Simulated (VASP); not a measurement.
Input of a VASP 6.6.1 run:

Contents of POSCAR:

```
Na
1.0
   -2.0635091084      2.0635091084      2.0635091084
    2.0635091084     -2.0635091084      2.0635091084
    2.0635091084      2.0635091084     -2.0635091084
Na
1
Direct
    0.0000000000      0.0000000000      0.0000000000
```

INCAR.step1

```
PREC = Accurate
ENCUT = 520
ISMEAR = -1
SIGMA = 0.1
LREAL = False
LASPH = True
NELM = 60
NBANDS = 10
GGA = PE
ALGO = Normal
EDIFF = 1E-4
LWAVE = True
LCHARG = False
```

Contents of INCAR.step2:

```
PREC = Accurate
ENCUT = 520
EDIFF = 1E-6
ISMEAR = -1
SIGMA = 0.1
LREAL = False
LASPH = True
NELM = 60
ALGO = Normal
ISIF = 2
LWAVE = False
LCHARG = True
METAGGA = R2SCAN
LMIXTAU = True
LELF = True
LVHAR = True
NBANDS = 10
ISTART = 1
```

File KPOINTS:

```
Automatic mesh
0
Gamma
  12 12 12
```

Potentials or basis: VASP PAW PBE potentials, release 64 (Na_pv).

Run with:

```bash
$ cat potpaw_PBE.64/Na_pv/POTCAR > POTCAR
$ cp INCAR.step1 INCAR
$ mpirun -np 1 vasp_std > vasp.out
$ cp INCAR.step2 INCAR
$ mpirun -np 1 vasp_std > vasp.out
```

Task: Estimate the pressure.

Result: 0.6 GPa.

Task: What does it give for the band gap on the k mesh?

Result: Zero (an odd number of electrons rules out a gap without spin polarisation).

Caveat: the PAW data sets were made with another functional, which shifts forces and pressure a little.
